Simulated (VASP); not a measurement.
Input of a VASP 6.6.1 run:

INCAR

```
SYSTEM = CO
ALGO = Normal
EDIFF = 1E-6
ENCUT = 520
GGA = PS
ISIF = 2
ISMEAR = 0
LASPH = .TRUE.
LCHARG = .FALSE.
LREAL = Auto
LWAVE = .FALSE.
NBANDS = 54
NELM = 100
PREC = Accurate
SIGMA = 0.05
```

The input KPOINTS:

```
k-points
0
G
  4 4 2
  0 0 0
```

POSCAR

```
CO
1.0
    0.0000000000     -5.9526445718      0.0000000000
    0.0000000000      0.0000000000     -5.9526445718
   11.9052891436      0.0000000000      0.0000000000
C O
8 8
Direct
    0.0353513179      0.0353513179      0.4823243411
    0.0353513179      0.0353513179      0.9823243410
    0.9646486821      0.5353513179      0.2676756590
    0.9646486821      0.5353513179      0.7676756590
    0.4646486821      0.9646486821      0.2323243410
    0.4646486821      0.9646486821      0.7323243410
    0.5353513179      0.4646486821      0.0176756590
    0.5353513179      0.4646486821      0.5176756590
    0.9254882259      0.9254882259      0.0372558870
    0.9254882259      0.9254882259      0.5372558870
    0.0745117741      0.4254882259      0.2127441130
    0.0745117741      0.4254882259      0.7127441130
    0.5745117741      0.0745117741      0.2872558870
    0.5745117741      0.0745117741      0.7872558870
    0.4254882259      0.5745117741      0.4627441130
    0.4254882259      0.5745117741      0.9627441130
```

Potentials or basis: VASP PAW PBE potentials, release 64 (C, O).

Command:

```sh
$ cat potpaw_PBE.64/C/POTCAR potpaw_PBE.64/O/POTCAR > POTCAR
$ mpirun -np 1 vasp_std > vasp.out
```

**Question.** What does it give for the largest force?

**Answer.** 1.038 eV/Å.

**Question.** Predict the pressure.

**Answer.** 1.1 GPa.

**Question.** Estimate the band gap on the k mesh.

**Answer.** 6.18 eV.

Forces in eV/Å, atoms in the order of the input:
```
C   -0.594 -0.602 -0.602
C   -0.594 -0.602 -0.602
C    0.594  0.602 -0.602
C    0.594  0.602 -0.602
C   -0.594  0.602  0.602
C   -0.594  0.602  0.602
C    0.594 -0.602  0.602
C    0.594 -0.602  0.602
O    0.597  0.596  0.596
O    0.597  0.596  0.596
O   -0.597 -0.596  0.596
O   -0.597 -0.596  0.596
O    0.597 -0.596 -0.596
O    0.597 -0.596 -0.596
O   -0.597  0.596 -0.596
O   -0.597  0.596 -0.596
```

Caveat: this functional lacks dispersion, which holds the molecules together, so the pressure and a relaxed volume are unreliable; the PAW data sets were made with another functional, which shifts forces and pressure a little. A k mesh can miss the band edges.
